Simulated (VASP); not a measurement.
SrCl:

```xyz
2
Lattice="0.0000 3.0804 3.0804 3.0804 0.0000 3.0804 3.0804 3.0804 0.0000" Properties=species:S:1:pos:R:3 pbc="T T T"
Sr    0.0000    0.0000    0.0000
Cl    1.5402    1.5402    1.5402
```

The cell was built from a structure type or drawn by symmetry, and may not be a known phase.

```yaml
Program: VASP 6.6.1
Task: relaxation of cell and atoms
Functional: PBE
Potentials_or_basis: VASP PAW PBE potentials, release 64 (Sr_sv, Cl)
Cutoff: 600 eV
k_mesh: 6 × 6 × 6
Occupations: gaussian, width 0.1 eV
Spin: no spin polarisation
```

At the start: pressure 12.3 GPa; volume 29.23 Å³/atom.

Q: How do energy, volume and symmetry change on relaxing?

A: Over 4 steps the energy falls by 327.6 meV/atom and the volume is 40.69 Å³/atom (+39.2 %); space group F-43m (No. 216, to 0.1 Å) before and after.

Step by step:
```csv
step,energy change (eV),largest force (eV/Å),pressure (GPa),volume (Å³)
1,0.0000,0.0000,12.32,58.46
2,-0.6528,0.0000,0.47,79.60
3,-0.6542,0.0000,-0.29,82.54
4,-0.6553,0.0000,-0.01,81.39
```

Final structure:
```xyz
2
Lattice="0.0000 3.4396 3.4396 3.4396 0.0000 3.4396 3.4396 3.4396 0.0000" Properties=species:S:1:pos:R:3 pbc="T T T"
Sr    0.0000    0.0000    0.0000
Cl    1.7198    1.7198    1.7198
```

Caveat: the volume moved by over 15 % at a fixed basis, so the end points are rough; an odd number of electrons without spin polarisation forces a metal; a magnetic or distorted state may lie lower.
